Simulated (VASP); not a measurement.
A run of VASP 6.6.1 is set up as follows.

Contents of INCAR:

```
SYSTEM = Cu
PREC = Accurate ; ENCUT = 520
EDIFF = 1E-6 ; ISMEAR = 1
SIGMA = 0.0584 ; LREAL = .False.
LASPH = .True. ; NELM = 80
ALGO = Normal ; ISIF = 2
LWAVE = .False. ; LCHARG = .False.
GGA = PE ; NBANDS = 12
```

KPOINTS

```
regular mesh
0
Gamma
  12 12 12
  0 0 0
```

Contents of POSCAR:

```
Cu
1.0
    0.0000000000      1.8142287849      1.8142287849
    1.8142287849      0.0000000000      1.8142287849
    1.8142287849      1.8142287849      0.0000000000
Cu
1
Direct
    0.0000000000      0.0000000000      0.0000000000
```

Potentials or basis: VASP PAW PBE potentials, release 64 (Cu).

Run with:

```bash
$ cat potpaw_PBE.64/Cu/POTCAR > POTCAR
$ mpirun -np 1 vasp_std > vasp.out
```

Estimate the pressure.

0.6 GPa.
